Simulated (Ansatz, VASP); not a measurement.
# I: VASP beside Ansatz

```
CELL_PARAMETERS angstrom
4.45795 -2.30521 0.00000
4.45795 2.30521 0.00000
0.00000 0.00000 9.82714
ATOMIC_POSITIONS crystal
I 0.84061 0.15939 0.87793
I 0.34061 0.65939 0.62207
I 0.15939 0.84061 0.12207
I 0.65939 0.34061 0.37793
```

Alike in both runs: functional PBE; k mesh 8 × 8 × 4; occupations gaussian, width 0.02 eV; no spin polarisation.

Ansatz relaxed the structure, and its values are those at the end. VASP's run is a single point on that final structure, the one shown.

|  | VASP | Ansatz |
| --- | --- | --- |
| version | VASP 6.6.1 | Ansatz 0.2.0 |
| potentials or method | VASP PAW PBE potentials, release 64 (I), cutoff 520 eV | scalar-relativistic, plane waves, PAW |
| valence electrons in the cell | 28 | 68 |

```tsv
	VASP	Ansatz	Ansatz less VASP
gap on the k mesh at the Fermi level (eV)	1.02	1.01	-0.008
least direct gap on the mesh (eV)	1.08	1.07	-0.006
pressure (GPa)	0.0	0.0	+0.03
rms of the force components (eV/Å)	0.011	0.003	-0.0084
```

With one functional, cell and mesh, what is left measures potentials, basis and numerics. VASP's potentials hold 28 valence electrons a cell and Ansatz's 68, so a difference there can come from the potentials and not from the codes.

Spin-orbit coupling is off throughout.
